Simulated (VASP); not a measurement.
Set up this calculation in VASP 6.6.1, as the native input.

| Property | Result |
| --- | --- |
| Task | single point |
| Functional | HSE06 |
| Potentials or basis | VASP PAW PBE potentials, release 64 (Fe, Al) |
| Cutoff | 520 eV |
| k mesh | 4 × 4 × 4 |
| Occupations | fermi-dirac, width 0.1 eV |
| Spin | no spin polarisation |
| Dipole correction | no |
| Grid for exact exchange (PRECFOCK) | Normal |
| Further INCAR settings | ALGO = Normal; EDIFF = 1e-07; NBANDS = 12 |
| Share of exact exchange | 0.25 |
| Screening parameter | 0.2079 1/Å |

AlFe (CsCl type):

```
Fe Al
1.0
     2.87953    0.00000    0.00000
     0.00000    2.87953    0.00000
     0.00000    0.00000    2.87953
Fe Al
1 1
Cartesian
  0.0000 0.0000 0.0000
  1.4398 1.4398 1.4398
```

These files were run (other wordings do the same):

POSCAR

```
AlFe
1.0
    2.8795349538      0.0000000000      0.0000000000
    0.0000000000      2.8795349538      0.0000000000
    0.0000000000      0.0000000000      2.8795349538
Fe Al
1 1
Direct
    0.0000000000      0.0000000000      0.0000000000
    0.5000000000      0.5000000000      0.5000000000
```

INCAR.step1

```
ALGO = Normal ; EDIFF = 1E-5
ENCUT = 520 ; GGA = PE
ISIF = 2 ; ISMEAR = -1
LASPH = T ; LCHARG = F
LREAL = F ; LWAVE = T
NBANDS = 12 ; NELM = 100
PREC = Accurate ; SIGMA = 0.1
```

INCAR.step2

```
ALGO = Normal ; EDIFF = 1E-7
ENCUT = 520 ; GGA = PE
HFSCREEN = 0.2079 ; ISIF = 2
ISMEAR = -1 ; ISTART = 1
LASPH = T ; LCHARG = F
LHFCALC = T ; LREAL = F
LWAVE = F ; NBANDS = 12
NELM = 100 ; PREC = Accurate
PRECFOCK = Normal ; SIGMA = 0.1
```

KPOINTS

```
k-points
0
Gamma
  4 4 4
```

Potentials or basis: VASP PAW PBE potentials, release 64 (Fe, Al).

Command:

```bash
$ cat potpaw_PBE.64/Fe/POTCAR potpaw_PBE.64/Al/POTCAR > POTCAR
$ cp INCAR.step1 INCAR
$ mpirun -np 1 vasp_std > vasp.out
$ cp INCAR.step2 INCAR
$ mpirun -np 1 vasp_std > vasp.out
```

It gave:

- Pressure: -11.8 GPa
- Band gap on the k mesh: zero (an odd number of electrons rules out a gap without spin polarisation)

Caveat: the k points lie up to 0.55 Å⁻¹ apart, too coarse for converged energies and pressures of a metal; the PAW data sets were made with another functional, which shifts forces and pressure a little; the run has no spin polarisation, though such a crystal can be magnetic.

It took 4.8 min on 1 thread of AMD EPYC 7R43 64-Core Processor (Zen 3), on a shared host, peak memory 0.21 GiB.
